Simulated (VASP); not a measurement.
Wanted: the native input for a VASP 6.6.1 run.

```yaml
Task: single point
Functional: PBEsol
Potentials_or_basis: VASP PAW PBE potentials, release 64 (Ni)
Cutoff: 520 eV
k_mesh: 14 × 14 × 14
Occupations: gaussian, width 0.1 eV
Spin: collinear spin, ferromagnetic start
Starting_moments: "[1.9] μB"
Fixed_moment: 1.9 μB
Dipole_correction: no
Further_INCAR_settings: ALGO = Normal; EDIFF = 1e-06; NBANDS = 15
```

The structure of Ni lies in POSCAR:

```
Ni
1.0
    0.0000000000      1.7673000000      1.7673000000
    1.7673000000      0.0000000000      1.7673000000
    1.7673000000      1.7673000000      0.0000000000
Ni
1
Direct
    0.0000000000      0.0000000000      0.0000000000
```

One way to write it, as run:

INCAR

```
SYSTEM = Ni
PREC = Accurate
ENCUT = 520
EDIFF = 1E-6
ISMEAR = 0
SIGMA = 0.1
LREAL = .False.
LASPH = .True.
NELM = 150
ALGO = Normal
ISIF = 2
LWAVE = .False.
LCHARG = .False.
ISPIN = 2
MAGMOM = 1.9
LORBIT = 11
NUPDOWN = 1.9
LMAXMIX = 4
GGA = PS
NBANDS = 15
```

KPOINTS

```
regular mesh
0
Gamma
  14 14 14
  0 0 0
```

Potentials or basis: VASP PAW PBE potentials, release 64 (Ni).

Run with:

```sh
$ cat potpaw_PBE.64/Ni/POTCAR > POTCAR
$ mpirun -np 1 vasp_std > vasp.out
```

It gave:

The pressure is 9.7 GPa. The net moment is 1.90 μB per cell. The site moments are Ni +1.79 μB and the valence electrons inside the program's atomic spheres are Ni 9.23.

Caveat: the cell stands under pressure; the PAW data sets were made with another functional, which shifts forces and pressure a little; the total moment is fixed, so each spin has its own Fermi level.

Run time: 56 s on 1 thread of Intel Xeon 8259CL (shared host), peak memory 0.15 GiB.
